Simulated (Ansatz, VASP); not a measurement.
# Sn4Se3: VASP beside Ansatz

```
Sn Se
1.0
     5.93314    0.00000    0.00000
     0.00000    5.93314    0.00000
     0.00000    0.00000    5.93314
Sn Se
4 3
Direct
  0.50000 0.50000 0.50000
  0.50000 0.00000 0.00000
  0.00000 0.50000 0.00000
  0.00000 0.00000 0.50000
  0.50000 0.50000 0.00000
  0.00000 0.50000 0.50000
  0.50000 0.00000 0.50000
```

Change from the starting cell: species swapped into the W3N4 type (Pm-3m, No. 221).

Alike in both runs: functional PBE; k mesh 3 × 3 × 3; occupations gaussian, width 0.2 eV; no spin polarisation.

Ansatz relaxed the structure, and its values are those at the end. VASP's run is a single point on that final structure, the one shown.

|  | VASP | Ansatz |
| --- | --- | --- |
| version | VASP 6.6.1 | Ansatz 0.2.0 |
| potentials or method | VASP PAW PBE potentials, release 64 (Sn_d, Se), cutoff 500 eV | scalar-relativistic, plane waves, PAW |
| valence electrons in the cell | 74 | 104 |

|  | VASP | Ansatz | Ansatz less VASP |
| --- | --- | --- | --- |
| gap on the k mesh at the Fermi level (eV) | none | none | - |
| pressure (GPa) | 0.4 | 0.4 | +0.02 |

A gap of «none» marks a metal or a gap that the smearing closes. VASP's potentials hold 74 valence electrons a cell and Ansatz's 104, so a difference there can come from the potentials and not from the codes.
